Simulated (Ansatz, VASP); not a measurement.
## One calculation of TaTe, two programs

```
Ta Te
1.0
     0.00000    2.87158    2.87158
     2.87158    0.00000    2.87158
     2.87158    2.87158    0.00000
Ta Te
1 1
Direct
  0.50000 0.50000 0.50000
  0.00000 0.00000 0.00000
```

Alike in both runs: task single point; functional r2SCAN; k mesh 10 × 10 × 10; occupations gaussian, width 0.05 eV; collinear spin.

|  | VASP | Ansatz |
| --- | --- | --- |
| version | VASP 6.6.1 | Ansatz 0.2.0 |
| potentials or method | VASP PAW PBE potentials, release 64 (Ta_pv, Te), cutoff 520 eV | scalar-relativistic, plane waves, PAW |
| valence electrons in the cell | 17 | 29 |

```tsv
	VASP	Ansatz	Ansatz less VASP
gap on the k mesh at the Fermi level (eV)	none	none	-
pressure (GPa)	-4.0	0.4	+4.45
net moment per atom (μB)	0.00	1.00	+0.997
size of the moment on the site where the two differ most (μB)	0.01	1.39	+1.380
```

The net moments are unlike, so the other rows may belong to different states. VASP's potentials were made for PBE, not for r2SCAN. Site moments also hang on the region over which each program counts them. A gap of «none» marks a metal or a gap that the smearing closes. VASP's potentials hold 17 valence electrons a cell and Ansatz's 29, so a difference there can come from the potentials and not from the codes. Ansatz's warnings: stability check not made.

Spin-orbit coupling is off throughout.
